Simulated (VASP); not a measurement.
Input of a VASP 6.6.1 run:

The input INCAR:

```
ALGO = Fast
EDIFF = 1E-7
ENCUT = 520
GGA = PE
ISIF = 2
ISMEAR = 0
LASPH = T
LCHARG = F
LREAL = F
LWAVE = F
NBANDS = 44
NELM = 100
PREC = Accurate
SIGMA = 0.03
```

Contents of KPOINTS:

```
k-points
0
Gamma
  12 12 2
```

Contents of POSCAR:

```
Ge2Sb2Te5
1.0
    4.5164438382      0.0000000000      0.0000000000
   -2.2582219191      3.9113550987      0.0000000000
    0.0000000000      0.0000000000     16.9831837648
Ge Sb Te
2 2 5
Direct
    0.0000000000      0.0000000000      0.3313200918
    0.0000000000      0.0000000000      0.6686799082
    0.3333333333      0.6666666667      0.1120971408
    0.6666666667      0.3333333333      0.8879028592
    0.0000000000      0.0000000000      0.0000000000
    0.3333333333      0.6666666667      0.7914345914
    0.6666666667      0.3333333333      0.2085654086
    0.3333333333      0.6666666667      0.4096023866
    0.6666666667      0.3333333333      0.5903976134
```

Potentials or basis: VASP PAW PBE potentials, release 64 (Ge_d, Sb, Te).

Launch:

```sh
$ cat potpaw_PBE.64/Ge_d/POTCAR potpaw_PBE.64/Sb/POTCAR potpaw_PBE.64/Te/POTCAR > POTCAR
$ mpirun -np 1 vasp_std > vasp.out
```

(1) Estimate the band gap on the k mesh.

(2) What does it give for the largest force?

Answers

(1) zero (bands 34 and 35 overlap by 0.06 eV).

(2) 0.111 eV/Å.

Caveat: spin-orbit coupling is left out, which moves the levels of the heavy elements.
